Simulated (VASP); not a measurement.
# Ge: single point with PBE

The system is Ge.

```
CELL_PARAMETERS angstrom
4.07431 0.00000 0.00000
-2.03716 3.52846 0.00000
0.00000 0.00000 9.97678
ATOMIC_POSITIONS crystal
Ge 0.00000 0.00000 0.99996
Ge 0.00000 0.00000 0.25004
Ge 0.33333 0.66667 0.33329
Ge 0.33333 0.66667 0.58338
Ge 0.66667 0.33333 0.66662
Ge 0.66667 0.33333 0.91671
```

- Program: VASP 6.6.1
- Task: single point
- Functional: PBE
- Potentials or basis: VASP PAW PBE potentials, release 64 (Ge_d)
- Cutoff: 520 eV
- k mesh: 12 × 12 × 6
- Occupations: gaussian, width 0.1 eV
- Spin: no spin polarisation
- Dipole correction: no
- Further INCAR settings: ALGO = Normal; EDIFF = 1e-06; NBANDS = 51

```yaml
Pressure: 0.0 GPa
Largest_force: 0.003 eV/Å
```

Forces in eV/Å, atoms in the order of the input:
```
Ge   0.000  0.000  0.003
Ge   0.000  0.000 -0.003
Ge   0.000  0.000  0.003
Ge   0.000  0.000 -0.003
Ge   0.000  0.000  0.003
Ge   0.000  0.000 -0.003
```

Levels at points of the mesh, in eV from the Fermi level:
```
           k point  band 38  band 39  band 40  band 41  band 42  band 43  band 44  band 45  band 46  band 47
(0.00, 0.00, 0.00)    -1.09    -1.09    -0.45     0.00     0.00     0.01     0.25     0.25     2.53     2.54
(0.50, 0.00, 0.00)    -2.95    -2.88    -2.88    -1.84    -1.84     0.82     0.83     1.53     1.53     3.69
(0.00, 0.00, 0.50)    -1.32    -0.48    -0.48    -0.48    -0.48     0.03     0.75     0.75     3.19     3.19
(0.50, 0.00, 0.50)    -3.49    -2.59    -2.59    -1.32    -1.31     0.03     1.09     1.09     2.63     2.63
```

It took 7.7 min on 1 thread of AMD EPYC 9R45 96-Core Processor (Zen 5), with other jobs on the host, peak memory 0.55 GiB.
